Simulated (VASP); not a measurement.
HfN, 2 atoms in the cell. Symmetry: Fm-3m, No. 225, cubic system. The conventional cell has a = 4.518 Å, b = 4.518 Å, c = 4.518 Å, α = 90.00°, β = 90.00°, γ = 90.00°. Hf (site symmetry m-3m) has 6 N at 2.26 Å within 3.0 Å. N (site symmetry m-3m) has 6 Hf at 2.26 Å within 3.0 Å. 

* Program: VASP 6.6.1
* Task: single point
* Functional: r2SCAN
* Potentials or basis: VASP PAW PBE potentials, release 64 (Hf_pv, N)
* Cutoff: 520 eV
* k mesh: 18 × 18 × 18
* Occupations: gaussian, width 0.15 eV
* Spin: no spin polarisation
* Dipole correction: no
* Further INCAR settings: ALGO = Normal; EDIFF = 1e-07; NBANDS = 14

Potentials or basis: VASP PAW PBE potentials, release 64 (Hf_pv, N).

Launch:

```console
$ cat potpaw_PBE.64/Hf_pv/POTCAR potpaw_PBE.64/N/POTCAR > POTCAR
$ cp INCAR.step1 INCAR
$ mpirun -np 1 vasp_std > vasp.out
$ cp INCAR.step2 INCAR
$ mpirun -np 1 vasp_std > vasp.out
```

Hardware: 1 thread of AMD EPYC 7R13 (shared host).

Task: How long does it take, and how much memory?

Result: It took 8.7 min on 1 thread of AMD EPYC 7R13 (shared host), peak memory 0.17 GiB. Counts: k points 195.
